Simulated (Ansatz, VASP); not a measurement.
# Two plane-wave programs on Al

```
Al
1.0
    -1.67078    1.67078    1.63100
     1.67078   -1.67078    1.63100
     1.67078    1.67078   -1.63100
Al
1
Direct
  0.00000 0.00000 0.00000
```

Change from the starting cell: strain +0.050 along x and y, +0.025 along z, atoms carried along.

Alike in both runs: task single point; functional r2SCAN; k mesh 20 × 20 × 20; occupations gaussian, width 0.15 eV; no spin polarisation.

```csv
,VASP,Ansatz
version,VASP 6.6.1,Ansatz 0.2.0
potentials or method,"VASP PAW PBE potentials, release 64 (Al), cutoff 520 eV","scalar-relativistic, plane waves, PAW"
valence electrons in the cell,3,3
```

```csv
,VASP,Ansatz,Ansatz less VASP
gap on the k mesh at the Fermi level (eV),none,none,-
pressure (GPa),-7.7,-7.5,+0.21
"traceless stress, the component that is largest in VASP (GPa)",-0.50,-0.50,-0.002
```

VASP's potentials were made for PBE, not for r2SCAN. A gap of «none» marks a metal or a gap that the smearing closes.
